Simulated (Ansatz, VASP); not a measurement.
One calculation of GaN, two programs

```
CELL_PARAMETERS angstrom
3.18000 0.00000 0.00000
-1.59000 2.75396 0.00000
0.00000 0.00000 5.16600
ATOMIC_POSITIONS crystal
Ga 0.66667 0.33333 0.50000
Ga 0.33333 0.66667 0.00000
N 0.66667 0.33333 0.87500
N 0.33333 0.66667 0.37500
```

Alike in both runs: functional PBE; k mesh 10 × 10 × 5; occupations fermi-dirac, width 0.05 eV; non-collinear spin, spin-orbit coupling.

|  | VASP | Ansatz |
| --- | --- | --- |
| version | VASP 6.6.1 | Ansatz 0.2.0 |
| potentials or method | VASP PAW PBE potentials, release 64 (Ga_d, N) | Ansatz PAW |
| plane-wave cutoff (eV) | 520 | 420 |
| valence electrons in the cell | 36 | 36 |
| task | single point | band structure |

Ansatz gave:

* pressure (GPa): 7.3
* traceless stress, the component that is largest in VASP (GPa): 1.44
* rms of the force components (eV/Å): 0.079

Estimate VASP's values.

pressure (GPa): 7.3; traceless stress, the component that is largest in VASP (GPa): 1.45; rms of the force components (eV/Å): 0.078.

Atom by atom the forces differ by 0.001 eV/Å (rms over components). The functional is the same, so the differences come from potentials, cutoffs and numerics.
